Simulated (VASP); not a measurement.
# Ga4O (P-6m2) in VASP: further runs

The runs below take Ga4O through single point, relaxation of cell and atoms, with PBE.

Everything below comes from runs of VASP 6.6.1. Logs are shortened: lines on timing, memory, paths and dates and some standing lists are left out, and cuts for length are marked.

### 1 The cell of the first run

Symmetry: P-6m2, No. 187, hexagonal system. The conventional cell has a = 6.212 Å, b = 6.212 Å, c = 2.674 Å, α = 90.00°, β = 90.00°, γ = 120.00°. Ga (site symmetry mm2) has 2 O at 2.25 Å and 8 Ga at 2.67 to 3.14 Å within 3.2 Å. Within 3.5 Å of Ga (site symmetry -6m2) lie 8 Ga at 2.67 to 3.11 Å. O (site symmetry -6m2) has 6 Ga at 2.25 Å and 2 O at 2.67 Å within 3.0 Å.

The cell was built from a structure type or drawn by symmetry, and may not be a known phase.

### 2 Single point, PBE

Input file INCAR:

```
SYSTEM = Ga4O
  ALGO = Normal
  EDIFF = 1E-7
  ENCUT = 520
  GGA = PE
  ISIF = 2
  ISMEAR = 0
  LASPH = .TRUE.
  LCHARG = .TRUE.
  LELF = .TRUE.
  LREAL = .FALSE.
  LVHAR = .TRUE.
  LWAVE = .FALSE.
  NBANDS = 37
  NELM = 60
  PREC = Accurate
  SIGMA = 0.1
```

Input file KPOINTS:

```
k-points
0
G
  3 3 6
  0 0 0
```

Input file POSCAR:

```
Ga4O
1.0
    6.2117664779      0.0000000000      0.0000000000
   -3.1058832389      5.3795475722      0.0000000000
    0.0000000000      0.0000000000      2.6735612049
Ga O
4 1
Direct
    0.1647950696      0.8352049304      0.5000000000
    0.1647950696      0.3295901392      0.5000000000
    0.6704098608      0.8352049304      0.5000000000
    0.6666666667      0.3333333333      0.5000000000
    0.3333333333      0.6666666667      0.0000000000
```

Potentials or basis: VASP PAW PBE potentials, release 64 (Ga_d, O).

On the command line:

```
$ cat potpaw_PBE.64/Ga_d/POTCAR potpaw_PBE.64/O/POTCAR > POTCAR
$ mpirun -np 1 vasp_std > vasp.out
```

OUTCAR:

```text
SYSTEM = Ga4O
   EDIFF = 1E-7
   ENCUT = 520
   GGA = PE
   ISIF = 2
   ISMEAR = 0
   LASPH = .TRUE.
   LREAL = .FALSE.
   NELM = 60
   PREC = Accurate

 ion  position               nearest neighbor table
   1  0.165  0.835  0.500-   5 2.25   5 2.25
   2  0.165  0.330  0.500-   5 2.25   5 2.25
   3  0.670  0.835  0.500-   5 2.25   5 2.25
   4  0.667  0.333  0.500-
   5  0.333  0.667  0.000-   1 2.25   1 2.25   2 2.25   2 2.25   3 2.25   3 2.25

  LATTYP: Found a hexagonal cell.
 ALAT       =     6.2117664779
 C/A-ratio  =     0.4304027227

  Lattice vectors:

 A1 = (   6.2117664779,   0.0000000000,   0.0000000000)
 A2 = (  -3.1058832389,   5.3795475722,   0.0000000000)
 A3 = (   0.0000000000,   0.0000000000,   2.6735612049)

Analysis of symmetry for initial positions (statically):
=====================================================================
 Subroutine PRICEL returns:
 Original cell was already a primitive cell.

 Routine SETGRP: Setting up the symmetry group for a
 hexagonal supercell.

 Subroutine GETGRP returns: Found 12 space group operations
 (whereof 12 operations were pure point group operations)
 out of a pool of 24 trial point group operations.

The static configuration has the point symmetry D_3h.

Analysis of symmetry for dynamics (positions and initial velocities):
=====================================================================
 Subroutine PRICEL returns:
 Original cell was already a primitive cell.

 Routine SETGRP: Setting up the symmetry group for a
 hexagonal supercell.

 Subroutine GETGRP returns: Found 12 space group operations
 (whereof 12 operations were pure point group operations)
 out of a pool of 24 trial point group operations.

The dynamic configuration has the point symmetry D_3h.

 Subroutine INISYM returns: Found 12 space group operations
 (whereof 12 operations are pure point group operations),
 and found     1 'primitive' translations

----------------------------------------------------------------------------------------

                                     Primitive cell

  volume of cell :      89.3410

  direct lattice vectors                    reciprocal lattice vectors
     6.211766478  0.000000000  0.000000000     0.160984803  0.092944619  0.000000000
    -3.105883239  5.379547572  0.000000000     0.000000000  0.185889238  0.000000000
     0.000000000  0.000000000  2.673561205     0.000000000  0.000000000  0.374032956

  length of vectors
     6.211766478  6.211766478  2.673561205     0.185889238  0.185889238  0.374032956

  position of ions in fractional coordinates (direct lattice)
     0.164795070  0.835204930  0.500000000
     0.164795070  0.329590139  0.500000000
     0.670409861  0.835204930  0.500000000
     0.666666667  0.333333333  0.500000000
     0.333333333  0.666666667  0.000000000

  ion indices of the primitive-cell ions
   primitive index   ion index
                 1           1
                 2           2
                 3           3
                 4           4
                 5           5

----------------------------------------------------------------------------------------

 KPOINTS: k-points

Automatic generation of k-mesh.
 Grid dimensions read from file:
 generate k-points for:    3    3    6

 Generating k-lattice:

  Cartesian coordinates                     Fractional coordinates (reciprocal lattice)
     0.053661601  0.030981540  0.000000000     0.333333333  0.000000000  0.000000000
     0.000000000  0.061963079  0.000000000     0.000000000  0.333333333  0.000000000
     0.000000000  0.000000000  0.062338826     0.000000000  0.000000000  0.166666667

  Length of vectors
     0.061963079  0.061963079  0.062338826

  Shift w.r.t. Gamma in fractional coordinates (k-lattice)
     0.000000000  0.000000000  0.000000000

 Subroutine IBZKPT returns following result:
 ===========================================

 Found     12 irreducible k-points:

 Following reciprocal coordinates:
            Coordinates               Weight
  0.000000  0.000000  0.000000      1.000000
  0.333333 -0.000000  0.000000      6.000000
  0.333333  0.333333  0.000000      2.000000
  0.000000  0.000000  0.166667      2.000000
  0.333333 -0.000000  0.166667     12.000000
  0.333333  0.333333  0.166667      4.000000
  0.000000  0.000000  0.333333      2.000000
  0.333333 -0.000000  0.333333     12.000000
  0.333333  0.333333  0.333333      4.000000
  0.000000  0.000000  0.500000      1.000000
  0.333333 -0.000000  0.500000      6.000000
  0.333333  0.333333  0.500000      2.000000
   k-points           NKPTS =     12   k-points in BZ     NKDIM =     12   number of bands    NBANDS=     37
   number of dos      NEDOS =    301   number of ions     NIONS =      5
   total plane-waves  NPLWV =  46080
   dimension x,y,z NGX =    48 NGY =   48 NGZ =   20
   dimension x,y,z NGXF=    96 NGYF=   96 NGZF=   40
   ions per type =               4   1
   NGX,Y,Z   is equivalent  to a cutoff of  12.85, 12.85, 12.44 a.u.
   NGXF,Y,Z  is equivalent  to a cutoff of  25.69, 25.69, 24.87 a.u.
 SYSTEM =  Ga4O
   PREC   = accura    normal or accurate (medium, high low for compatibility)
   ISTART =      0    job   : 0-new  1-cont  2-samecut
   ICHARG =      2    charge: 1-file 2-atom 10-const
   ISPIN  =      1    spin polarized calculation?
   LNONCOLLINEAR =      F non collinear calculations
   LSORBIT =      F    spin-orbit coupling
   LASPH  =      T    aspherical Exc in radial PAW
   ENCUT  =  520.0 eV  38.22 Ry    6.18 a.u.  11.55 11.55  4.97*2*pi/ulx,y,z
   NELM   =     60;   NELMIN=  2; NELMDL= -5     # of ELM steps
   EDIFF  = 0.1E-06   stopping-criterion for ELM
   LREAL  =      F    real-space projection
   EDIFFG = 0.1E-05   stopping-criterion for IOM
   NSW    =      0    number of steps for IOM
   IBRION =     -1    ionic relax: 0-MD 1-quasi-New 2-CG
   NFREE  =      0    steps in history (QN), initial steepest desc. (CG)
   ISIF   =      2    stress and relaxation
   ISYM   =      2    0-nonsym 1-usesym 2-fastsym
   POTIM  = 0.5000    time-step for ionic-motion
   TEBEG  =    0.0;   TEEND  =   0.0 temperature during run
   PSTRESS=    0.0 pullay stress
   NELECT =      58.0000    total number of electrons
   NUPDOWN=      -1.0000    fix difference up-down
   EMIN   =  10.00;   EMAX   =-10.00  energy-range for DOS
   EFERMI =   0.00;   METHOD = LEGACY
   ISMEAR =     0;   SIGMA  =   0.10  broadening in eV -4-tet -1-fermi 0-gaus
   EFERMI_NEDOS =   21; number of points for ismear=-14 and -15
   IALGO  =     38    algorithm
   IMIX   =      4    mixing-type and parameters
     AMIX     =   0.40;   BMIX     =  1.00
     AMIX_MAG =   1.60;   BMIX_MAG =  1.00
  volume/ion in A,a.u.               =      17.87       120.58
  Fermi-wavevector in a.u.,A,eV,Ry     =   1.417535  2.678753 27.339626  2.009406
  Thomas-Fermi vector in A             =   2.538755
   LORBIT       =      0    0 simple, 1 ext, 2 COOP (PROOUT), +10 PAW based schemes
   GGA     = PE    functional components
   LHFCALC =     F    Hartree Fock is set to
   AEXX    =    0.0000 exact exchange contribution
   IVDW    =     0    specifies the selected vdW correction
   LEPSILON=     F    determine dielectric tensor
   LRPA    =     F    only Hartree local field effects (RPA)
 non-spin polarized calculation
 Gauss-broadening in eV      SIGMA  =   0.10
  energy-cutoff  :      520.00
  volume of cell :       89.34
 maximum number of plane-waves:      2436
 NGX is ok and might be reduce to    48
   NGX = 23   NGY = 23   NGZ =  9

 number of electron      58.0000013 magnetization

 Free energy of the ion-electron system (eV)
  ---------------------------------------------------
  ext. energy  EPLUGINS =         0.00000000
  ---------------------------------------------------
  free energy    TOTEN  =       -17.60170877 eV

  energy without entropy =      -17.58242984  energy(sigma->0) =      -17.59206931

 E-fermi :   4.5640     XC(G=0): -10.6170

 val. band max:        4.5421061840   @ k =   0.3333  -0.0000   0.1667
 cond. band min:       4.5881717566   @ k =   0.3333   0.3333   0.5000
 fundamental gap:      0.0460655727
 Fermi energy:         4.5640198036

 k-point     1 :       0.0000    0.0000    0.0000
  band No.  band energies     occupation
      1     -14.6733      2.00000
      2     -10.4261      2.00000
      3     -10.3927      2.00000
      4     -10.3927      2.00000
      5     -10.3437      2.00000
      6     -10.2070      2.00000
[... 29 lines left out ...]
     36      12.7397      0.00000
     37      13.7519      0.00000

 k-point     2 :       0.3333   -0.0000    0.0000
  band No.  band energies     occupation
      1     -14.6683      2.00000
      2     -10.4149      2.00000
      3     -10.3950      2.00000
      4     -10.3883      2.00000
      5     -10.3414      2.00000
      6     -10.1945      2.00000
[... 29 lines left out ...]
     36      13.4428      0.00000
     37      14.0408      0.00000

 k-point     3 :       0.3333    0.3333    0.0000
  band No.  band energies     occupation
      1     -14.6658      2.00000
      2     -10.4070      2.00000
      3     -10.3937      2.00000
      4     -10.3908      2.00000
      5     -10.3399      2.00000
      6     -10.1839      2.00000
[... 29 lines left out ...]
     36      11.5775      0.00000
     37      16.2836      0.00000

 k-point     4 :       0.0000    0.0000    0.1667
  band No.  band energies     occupation
      1     -14.4702      2.00000
      2     -10.3203      2.00000
      3     -10.2848      2.00000
      4     -10.2848      2.00000
      5     -10.2441      2.00000
      6     -10.1810      2.00000
[... 29 lines left out ...]
     36      12.8798      0.00000
     37      12.8798      0.00000
[... 203 lines left out ...]
      1     -13.7862      2.00000
      2     -10.2859      2.00000
      3     -10.2859      2.00000
      4     -10.2306      2.00000
      5     -10.1909      2.00000
      6     -10.1909      2.00000
[... 29 lines left out ...]
     36      10.1384      0.00000
     37      10.2810      0.00000

 k-point    11 :       0.3333   -0.0000    0.5000
  band No.  band energies     occupation
      1     -13.7858      2.00000
      2     -10.2738      2.00000
      3     -10.2626      2.00000
      4     -10.2190      2.00000
      5     -10.2098      2.00000
      6     -10.1943      2.00000
[... 29 lines left out ...]
     36      10.2811      0.00000
     37      10.6467      0.00000

 k-point    12 :       0.3333    0.3333    0.5000
  band No.  band energies     occupation
      1     -13.7856      2.00000
      2     -10.2750      2.00000
      3     -10.2393      2.00000
      4     -10.2219      2.00000
      5     -10.2133      2.00000
      6     -10.2053      2.00000
[... 29 lines left out ...]
     36      10.7058      0.00000
     37      11.2553      0.00000

------------------------ aborting loop because EDIFF is reached ----------------------------------------

  FORCE on cell =-STRESS in cart. coord.  units (eV):
  Direction    XX          YY          ZZ          XY          YZ          ZX
  --------------------------------------------------------------------------------------
  -------------------------------------------------------------------------------------
  Total        0.0931429      0.0931429      0.1830439      0.0000000     -0.0000000      0.0000000
  in kB        1.6703572      1.6703572      3.2825756      0.0000000     -0.0000000      0.0000000
  external PRESSURE =       2.2077633 kB  Pullay stress =       0.0000000 kB

 VOLUME and BASIS-vectors are now :
 -----------------------------------------------------------------------------
  energy-cutoff  :      520.00
  volume of cell :       89.34
      direct lattice vectors                 reciprocal lattice vectors
     6.211766478  0.000000000  0.000000000     0.160984803  0.092944619  0.000000000
    -3.105883239  5.379547572  0.000000000     0.000000000  0.185889238  0.000000000
     0.000000000  0.000000000  2.673561205     0.000000000  0.000000000  0.374032956

 POSITION                                       TOTAL-FORCE (eV/Angst)
 -----------------------------------------------------------------------------------
     -1.57038      4.49302      1.33678        -0.025509      0.014728      0.000000
      0.00000      1.77305      1.33678        -0.000000     -0.029456     -0.000000
      1.57038      4.49302      1.33678         0.025509      0.014728      0.000000
      3.10588      1.79318      1.33678        -0.000000     -0.000000      0.000000
     -0.00000      3.58637      0.00000        -0.000000     -0.000000      0.000000
 -----------------------------------------------------------------------------------
    total drift:                                0.000003     -0.000002      0.000000

  FREE ENERGIE OF THE ION-ELECTRON SYSTEM (eV)
  ---------------------------------------------------
  free  energy   TOTEN  =       -17.6017087739 eV

  energy  without entropy=      -17.5824298367  energy(sigma->0) =      -17.59206931
```

It took 26 s on 1 thread of AMD EPYC 9R45 (Zen 5), shared host; peak memory 0.18 GiB.

What came out:

```
Free energy            : -17.6017 eV
Pressure               : 0.2 GPa
Largest force          : 0.029 eV/Å
Band gap on the k mesh : zero (bands 29 and 30 overlap by 1.62 eV)
```

Forces on the atoms (eV/Å):
```
Ga  -0.026  0.015  0.000
Ga   0.000 -0.029  0.000
Ga   0.026  0.015  0.000
Ga   0.000  0.000  0.000
O    0.000  0.000  0.000
```

Caveat: the k points lie up to 0.39 Å⁻¹ apart, too coarse for converged energies and pressures of a metal.

### 3 Single point, PBE

This run uses another cell than the first one, of 17.36 Å³/atom.

Input file INCAR:

```
SYSTEM = Ga4O
ALGO = Normal
EDIFF = 1E-6
ENCUT = 520
GGA = PE
ISIF = 2
ISMEAR = 0
LASPH = .TRUE.
LCHARG = .TRUE.
LELF = .TRUE.
LREAL = .FALSE.
LVHAR = .TRUE.
LWAVE = .FALSE.
NBANDS = 37
NELM = 60
PREC = Accurate
SIGMA = 0.1
```

Input file KPOINTS:

```
k-points
0
G
  6 6 4
  0 0 0
```

Input file POSCAR:

```
Ga4O
1.0
    6.0053317635     -0.0000000036      0.0000000000
   -3.0026658786      5.2007698671      0.0000000000
    0.0000000000      0.0000000000      2.7786294585
Ga O
4 1
Direct
    0.1625743836      0.8374256164      0.5000000000
    0.1625743836      0.3251487672      0.5000000000
    0.6748512328      0.8374256164      0.5000000000
    0.6666666667      0.3333333333      0.5000000000
    0.3333333333      0.6666666667      0.0000000000
```

Potentials or basis: VASP PAW PBE potentials, release 64 (Ga_d, O).

On the command line:

```
$ cat potpaw_PBE.64/Ga_d/POTCAR potpaw_PBE.64/O/POTCAR > POTCAR
$ mpirun -np 1 vasp_std > vasp.out
```

It took 45 s on 1 thread of AMD EPYC 9R45 (Zen 5), shared host; peak memory 0.21 GiB.

The run converged. Its results:

- Free energy: -17.8726 eV
- Pressure: 0.1 GPa
- Largest force: 0.048 eV/Å
- Band gap on the k mesh: zero (bands 29 and 30 overlap by 1.08 eV)

Forces in eV/Å, atoms in the order of the input:
```
Ga  -0.042  0.024  0.000
Ga   0.000 -0.048  0.000
Ga   0.042  0.024  0.000
Ga   0.000  0.000  0.000
O    0.000  0.000  0.000
```

Stress tensor (GPa, compression positive):
```
-0.03  0.00  0.00
 0.00 -0.03  0.00
 0.00  0.00  0.29
```

Levels at points of the mesh, in eV from the Fermi level:
```csv
k point,band 25,band 26,band 27,band 28,band 29,band 30,band 31,band 32,band 33,band 34
"(0.00, 0.00, 0.00)",-5.06,-4.00,-4.00,-2.91,-0.53,-0.53,0.35,5.58,7.41,7.41
"(0.50, 0.00, 0.00)",-5.06,-4.08,-2.90,-2.59,-0.62,1.11,1.83,2.33,4.12,5.46
"(0.00, 0.00, 0.50)",-4.35,-2.99,-1.22,-1.22,-0.91,-0.38,-0.38,0.50,1.93,1.93
"(0.50, 0.00, 0.50)",-4.79,-3.29,-2.27,-1.55,-0.77,0.55,1.19,2.02,2.96,3.08
```

Caveat: the k points lie up to 0.57 Å⁻¹ apart, too coarse for converged energies and pressures of a metal.

### 4 Single point, PBE

This run uses another cell than the first one, of 19.03 Å³/atom.

Input file INCAR:

```
SYSTEM = Ga4O
  PREC = Accurate
  ENCUT = 520
  EDIFF = 1E-6
  ISMEAR = 0
  SIGMA = 0.1
  LREAL = .False.
  LASPH = .True.
  NELM = 60
  ALGO = Normal
  ISIF = 2
  LWAVE = .False.
  LCHARG = .False.
  GGA = PE
  NBANDS = 37
```

Input file KPOINTS:

```
Automatic mesh
0
Gamma
  6 6 4
  0 0 0
```

Input file POSCAR:

```
Ga4O
1.0
    4.8423894900      0.0000000000      0.0000000000
   -2.4211947400      4.1936323100      0.0000000000
    0.0000000000      0.0000000000      4.6844210600
Ga O
4 1
Direct
    0.1962204400      0.8037795600      0.5000000000
    0.1962204400      0.3924408700      0.5000000000
    0.6075591300      0.8037795600      0.5000000000
    0.6666666700      0.3333333300      0.5000000000
    0.3333333300      0.6666666700      0.0000000000
```

On the command line:

```
$ cat potpaw_PBE.64/Ga_d/POTCAR potpaw_PBE.64/O/POTCAR > POTCAR
$ mpirun -np 1 vasp_std > vasp.out
```

Wall time 42 s (1 thread of AMD EPYC 9R45 (Zen 5), shared host); peak memory 0.2 GiB.

It converged, with:

```
Free energy            : -9.8098 eV
Pressure               : 30.1 GPa
Largest force          : 12.910 eV/Å
Band gap on the k mesh : zero (bands 29 and 30 overlap by 2.03 eV)
```

Forces on the atoms (eV/Å):
```
Ga  -11.181   6.455   0.000
Ga    0.000 -12.910   0.000
Ga   11.181   6.455   0.000
Ga    0.000   0.000   0.000
O     0.000   0.000   0.000
```

Stress tensor (GPa, compression positive):
```
 51.44   0.00   0.00
  0.00  51.44   0.00
  0.00   0.00 -12.66
```

Levels at points of the mesh, in eV from the Fermi level:
| k point | band 25 | band 26 | band 27 | band 28 | band 29 | band 30 | band 31 | band 32 | band 33 | band 34 |
| --- | --- | --- | --- | --- | --- | --- | --- | --- | --- | --- |
| (0.00, 0.00, 0.00) | -4.60 | -4.60 | -2.37 | -2.37 | -1.13 | -0.32 | -0.32 | 0.41 | 4.38 | 5.26 |
| (0.50, 0.00, 0.00) | -4.92 | -4.18 | -1.60 | -1.26 | 0.36 | 2.46 | 2.68 | 3.12 | 3.93 | 4.37 |
| (0.00, 0.00, 0.50) | -4.33 | -2.82 | -1.95 | -1.95 | -1.53 | -1.53 | -1.21 | -0.62 | 4.12 | 5.69 |
| (0.50, 0.00, 0.50) | -4.96 | -2.89 | -2.07 | -1.21 | -0.60 | 1.02 | 2.93 | 3.26 | 3.56 | 4.19 |

Caveat: the cell stands under pressure; forces of over 1 eV/Å act on the atoms, so gaps and moduli don't describe the material at rest.

(Continued in part 2 of 2.)
